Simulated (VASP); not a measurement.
# NaH (P-6m2) in VASP: notebook, part 2 of 2

VASP 6.6.1.

## Step 3: Vibrations by perturbation theory, PBE

File INCAR:

```
SYSTEM = NaH
PREC = Accurate
ENCUT = 500
EDIFF = 1E-8
ISMEAR = 0
SIGMA = 0.01
LREAL = .FALSE.
LASPH = .TRUE.
NELM = 120
ALGO = Normal
ISIF = 2
LWAVE = .FALSE.
LCHARG = .FALSE.
GGA = PE
NBANDS = 11
IBRION = 8
NSW = 1
LEPSILON = .TRUE.
GGA_COMPAT = .FALSE.
```

File KPOINTS:

```
regular mesh
0
G
  12 12 10
  0 0 0
```

File POSCAR:

```
NaH
1.0
    3.3103279941      0.0000000000      0.0000000000
   -1.6551639971      2.8668281378      0.0000000000
    0.0000000000      0.0000000000      3.0247804843
Na H
1 1
Direct
    0.3333333333      0.6666666667      0.5000000000
    0.6666666667      0.3333333333      0.0000000000
```

Potentials or basis: VASP PAW PBE potentials, release 64 (Na_pv, H).

Started as:

```
> cat potpaw_PBE.64/Na_pv/POTCAR potpaw_PBE.64/H/POTCAR > POTCAR
> mpirun -np 1 vasp_std > vasp.out
```

OUTCAR:

```text
SYSTEM = NaH
   PREC = Accurate
   ENCUT = 500
   EDIFF = 1E-8
   ISMEAR = 0
   LREAL = .FALSE.
   LASPH = .TRUE.
   NELM = 120
   ISIF = 2
   GGA = PE
   IBRION = 8
   NSW = 1
   LEPSILON = .TRUE.

 ion  position               nearest neighbor table
   1  0.333  0.667  0.500-
   2  0.667  0.333  0.000-

  LATTYP: Found a hexagonal cell.
 ALAT       =     3.3103279941
 C/A-ratio  =     0.9137404178

  Lattice vectors:

 A1 = (   3.3103279941,   0.0000000000,   0.0000000000)
 A2 = (  -1.6551639971,   2.8668281378,   0.0000000000)
 A3 = (   0.0000000000,   0.0000000000,   3.0247804843)

Analysis of symmetry for initial positions (statically):
=====================================================================
 Subroutine PRICEL returns:
 Original cell was already a primitive cell.

 Routine SETGRP: Setting up the symmetry group for a
 hexagonal supercell.

 Subroutine GETGRP returns: Found 12 space group operations
 (whereof 12 operations were pure point group operations)
 out of a pool of 24 trial point group operations.

The static configuration has the point symmetry D_3h.

Analysis of symmetry for dynamics (positions and initial velocities):
=====================================================================
 Subroutine PRICEL returns:
 Original cell was already a primitive cell.

 Routine SETGRP: Setting up the symmetry group for a
 hexagonal supercell.

 Subroutine GETGRP returns: Found 12 space group operations
[... 602 lines left out ...]

 PIEZOELECTRIC TENSOR (including local field effects)  for field in x, y, z        (C/m^2)
          XX          YY          ZZ          XY          YZ          ZX
  --------------------------------------------------------------------------------
  x    -0.00000     0.00000    -0.00000     0.05916     0.00000     0.00000
  y     0.05916    -0.05916     0.00000     0.00000     0.00000     0.00000
  z     0.00000     0.00000     0.00000    -0.00000     0.00000     0.00000

 BORN EFFECTIVE CHARGES (including local field effects) (in |e|, cummulative output)
 ---------------------------------------------------------------------------------
 ion    1
    1     0.96609    -0.00000     0.00000
    2    -0.00000     0.96609     0.00000
    3     0.00000     0.00000     0.99485
 ion    2
    1    -0.96609     0.00000     0.00000
    2     0.00000    -0.96609     0.00000
    3    -0.00000     0.00000    -0.99485

 INTERNAL STRAIN TENSOR FOR ION    2 for displacements in x,y,z  (eV/Angst):
          X           Y           Z          XY          YZ          ZX
  --------------------------------------------------------------------------------
  x    -0.00000     0.00000     0.00000     0.30462     0.00000     0.00000
  y     0.30462    -0.30462     0.00000     0.00000     0.00000     0.00000
  z     0.00000     0.00000     0.00000    -0.00000    -0.00000    -0.00000

 SECOND DERIVATIVES (NOT SYMMETRIZED)
 ------------------------------------
               1X          1Y          1Z          2X          2Y          2Z
  1X    -0.743067    0.000000    0.000000    0.743067   -0.000000    0.000000
  1Y     0.000000   -0.743067    0.000000   -0.000000    0.743067    0.000000
  1Z     0.000000   -0.000000   -0.837283    0.000000    0.000000    0.837283
  2X     0.736756   -0.000000    0.000000   -0.736756    0.000000    0.000000
  2Y    -0.000000    0.736756    0.000000    0.000000   -0.736756    0.000000
  2Z     0.000000    0.000000    0.836850   -0.000000   -0.000000   -0.836850

 Eigenvectors and eigenvalues of the dynamical matrix
 ----------------------------------------------------

   1 f  =   14.609149 THz    91.791988 2PiTHz  487.308745 cm-1    60.418557 meV
             X         Y         Z           dx          dy          dz
     -0.000000  1.911219  1.512390    -0.000000    0.000000   -0.204217
      1.655164  0.955609  0.000000     0.000000   -0.000000    0.978926
[... 21 lines left out ...]
   6 f/i=    0.011732 THz     0.073713 2PiTHz    0.391331 cm-1     0.048519 meV
             X         Y         Z           dx          dy          dz
     -0.000000  1.911219  1.512390    -0.978576   -0.019029    0.000000
      1.655164  0.955609  0.000000    -0.204966   -0.003986    0.000000

--------------------------------------------------------------------------------------------------------

 MACROSCOPIC STATIC DIELECTRIC TENSOR IONIC CONTRIBUTION
 ------------------------------------------------------
           7.951613    -0.000000     0.000000
          -0.000000     7.951613    -0.000000
           0.000000    -0.000000     7.453365
 ------------------------------------------------------

 ELASTIC MODULI CONTR FROM IONIC RELAXATION (kBar)
 Direction    XX          YY          ZZ          XY          YZ          ZX
 --------------------------------------------------------------------------------
 XX          -8.6363      8.6363      0.0000      0.0000      0.0000     -0.0000
 YY           8.6363     -8.6363      0.0000      0.0000     -0.0000      0.0000
 ZZ           0.0000      0.0000     -0.0000     -0.0000      0.0000     -0.0000
 XY           0.0000      0.0000     -0.0000     -8.6363      0.0000     -0.0000
 YZ           0.0000     -0.0000      0.0000      0.0000     -0.0000     -0.0000
 ZX          -0.0000      0.0000     -0.0000     -0.0000     -0.0000     -0.0000
 --------------------------------------------------------------------------------

 PIEZOELECTRIC TENSOR IONIC CONTR  for field in x, y, z        (C/m^2)
          XX          YY          ZZ          XY          YZ          ZX
  --------------------------------------------------------------------------------
  x     0.00000    -0.00000    -0.00000    -0.24658     0.00000    -0.00000
  y    -0.24658     0.24658    -0.00000    -0.00000     0.00000    -0.00000
  z     0.00000    -0.00000     0.00000     0.00000     0.00000     0.00000
```

OSZICAR:

```text
N       E                     dE             d eps       ncg     rms          rms(c)
DAV:   1     0.371260227588E+02    0.37126E+02   -0.45476E+03  2514   0.749E+02
DAV:   2    -0.406957906132E+01   -0.41196E+02   -0.40464E+02  2577   0.197E+02
DAV:   3    -0.538767217920E+01   -0.13181E+01   -0.13162E+01  3080   0.334E+01
[... 178 lines left out ...]
RMM:   4    -0.178659243316E-01   -0.10231E-02   -0.44291E-05  6629   0.368E-02    0.289E-03
RMM:   5    -0.178800854701E-01   -0.14161E-04   -0.99622E-07  6370   0.697E-03    0.681E-04
RMM:   6    -0.178751246068E-01    0.49609E-05   -0.51830E-08  6864   0.192E-03    0.273E-04
RMM:   7    -0.178725947564E-01    0.25299E-05   -0.49025E-09  6923   0.487E-04    0.354E-05
RMM:   8    -0.178732045411E-01   -0.60978E-06   -0.53682E-10  6967   0.111E-04    0.159E-05
RMM:   9    -0.178731996565E-01    0.48847E-08   -0.30732E-10  6572   0.392E-05    0.393E-06
 Linear response finished
```

stdout:

```text
POSCAR found type information on POSCAR NaH
 POSCAR found :  2 types and       2 ions
 scaLAPACK will be used
 LDA part: xc-table for (Slater+PW92), standard interpolation
 POSCAR, INCAR and KPOINTS ok, starting setup
 FFT: planning ... GRIDC
 FFT: planning ... GRID_SOFT
 FFT: planning ... GRID
 WAVECAR not read
[... 32 lines left out ...]
 first order change of Fermi-energy   0.27220E-03
 force on displaced ion       1 direction 3 :   0.000   0.000  -0.837
 Born effective charge ion    1 direction 3 :  -0.000   0.000   0.995
 Linear response progress:
 first order change of Fermi-energy   0.17848E-04
 force on displaced ion       2 direction 1 :  -0.737  -0.000   0.000
 Born effective charge ion    2 direction 1 :  -0.966   0.000   0.000
 Linear response progress:
 first order change of Fermi-energy   0.16549E-03
 force on displaced ion       2 direction 3 :  -0.000  -0.000  -0.837
 Born effective charge ion    2 direction 3 :  -0.000   0.000  -0.995
 Born effective charges drift removed
 Linear response finished
```

It took 11 min on 1 thread of AMD EPYC 7R43 (Zen 3), shared host; peak memory 0.42 GiB.

Results:

| Quantity | Value |
| --- | --- |
| Electronic dielectric tensor (diagonal) | 3.12 |
| Born charges (mean of the diagonal) | Na +0.98; H -0.98 e |
| Highest phonon frequency at Γ, LO-TO splitting left out | 487 cm⁻¹ |

Phonon frequencies in cm⁻¹ (negative: imaginary):
```
              q point        frequencies
(0.000, 0.000, 0.000)  0 0 0 457 457 487
```

Electronic dielectric tensor:
```
3.12 0.00 0.00
0.00 3.12 0.00
0.00 0.00 3.12
```

Born effective charge tensors (e):
atom 1, Na
```
0.97 0.00 0.00
0.00 0.97 0.00
0.00 0.00 0.99
```
atom 2, H
```
-0.97  0.00  0.00
 0.00 -0.97  0.00
 0.00  0.00 -0.99
```

## Step 4: Elastic constants, PBE

Changes to INCAR since step 3:

```diff
@@ -10,3 +10,3 @@
 ALGO = Normal
-ISIF = 2
+ISIF = 3
 LWAVE = .FALSE.
@@ -15,5 +15,6 @@
 NBANDS = 11
-IBRION = 8
+IBRION = 6
+NFREE = 2
+POTIM = 0.015
 NSW = 1
-LEPSILON = .TRUE.
 GGA_COMPAT = .FALSE.
```

File KPOINTS:

```
Automatic mesh
0
G
  12 12 10
  0 0 0
```

POSCAR is that of step 3.

Started as:

```
> cat potpaw_PBE.64/Na_pv/POTCAR potpaw_PBE.64/H/POTCAR > POTCAR
> mpirun -np 1 vasp_std > vasp.out
```

It took 10 min on 1 thread of AMD EPYC 7R43 (Zen 3), shared host; peak memory 0.32 GiB.

It converged, with:

* Voigt bulk modulus: 23 GPa
* Highest phonon frequency at Γ, LO-TO splitting left out: 487 cm⁻¹

Phonon frequencies in cm⁻¹ (negative: imaginary):
```
              q point          frequencies
(0.000, 0.000, 0.000)  -1 -1 0 457 457 487
```

Elastic tensor in Voigt notation (GPa, in the Cartesian axes of the cell as first typed):
```
56 15 -7  0  0  0
15 56 -7  0  0  0
-7 -7 90  0  0  0
 0  0  0  0  0  0
 0  0  0  0  0  0
 0  0  0  0  0 21
```

Clamped-ion elastic tensor (GPa):
```
56 14 -7  0  0  0
14 56 -7  0  0  0
-7 -7 90  0  0  0
 0  0  0  0  0  0
 0  0  0  0  0  0
 0  0  0  0  0 21
```
